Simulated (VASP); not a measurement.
The system is CdSe (Cadmoselite).

```
Cd Se
1.0
     4.38338    0.00000    0.00000
    -2.19169    3.79612    0.00000
     0.00000    0.00000    7.15355
Cd Se
2 2
Direct
  0.33333 0.66667 0.00458
  0.66667 0.33333 0.50458
  0.33333 0.66667 0.38042
  0.66667 0.33333 0.88042
```

```yaml
Program: VASP 6.6.1
Task: relaxation of cell and atoms
Functional: PBEsol
Potentials_or_basis: VASP PAW PBE potentials, release 64 (Cd, Se)
Cutoff: 600 eV
k_mesh: 6 × 6 × 4
Occupations: fermi-dirac, width 0.02 eV
Spin: no spin polarisation
```

At the start: pressure -2.3 GPa; volume 29.76 Å³/atom.

Question: Where does the relaxation end?

Answer: Over 3 steps the energy falls by 11.2 meV/atom and the volume is 28.29 Å³/atom (-4.9 %); space group P6_3mc (No. 186, to 0.05 Å).

The path:
```csv
step,energy change (eV),largest force (eV/Å),pressure (GPa),volume (Å³)
1,0.0000,0.0001,-2.33,119.03
2,-0.0417,0.0042,0.68,111.74
3,-0.0447,0.0033,0.00,113.17
```

Final structure:
```cif
data_structure
_symmetry_space_group_name_H-M 'P 1'
_symmetry_Int_Tables_number 1
_cell_length_a 4.3106
_cell_length_b 4.3106
_cell_length_c 7.0326
_cell_angle_alpha 90.000
_cell_angle_beta 90.000
_cell_angle_gamma 120.000
_cell_volume 113.17
loop_
_atom_site_label
_atom_site_type_symbol
_atom_site_fract_x
_atom_site_fract_y
_atom_site_fract_z
_atom_site_occupancy
Cd1 Cd 0.33333 0.66667 0.00458 1
Cd2 Cd 0.66667 0.33333 0.50458 1
Se1 Se 0.33333 0.66667 0.38042 1
Se2 Se 0.66667 0.33333 0.88042 1
```

Caveat: the PAW data sets were made with another functional, which shifts forces and pressure a little.
